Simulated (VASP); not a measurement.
# Li: single point with PBEsol+D4

Crystal: Li.

```
CELL_PARAMETERS angstrom
-1.71233 1.71233 1.71233
1.71233 -1.71233 1.71233
1.71233 1.71233 -1.71233
ATOMIC_POSITIONS crystal
Li 0.00000 0.00000 0.00000
```

- Program: VASP 6.6.1
- Task: single point
- Functional: PBEsol
- Dispersion: D4
- Potentials or basis: VASP PAW PBE potentials, release 64 (Li_sv)
- Cutoff: 520 eV
- k mesh: 11 × 11 × 11
- Occupations: fermi-dirac, width 0.05 eV
- Spin: no spin polarisation
- Dipole correction: no
- Further INCAR settings: ALGO = Normal; EDIFF = 1e-06; NBANDS = 8

* Dispersion energy per atom: -0.011 eV

Levels at points of the mesh, in eV from the Fermi level:
```csv
k point,band 1,band 2,band 3,band 4,band 5,band 6,band 7
"(0.00, 0.00, 0.00)",-45.92,-3.59,14.71,14.71,14.71,19.45,19.45
```

Run time: 4.4 s on 1 thread of Intel(R) Xeon(R) Platinum 8488C (Sapphire Rapids), with other jobs on the host, peak memory 0.13 GiB.
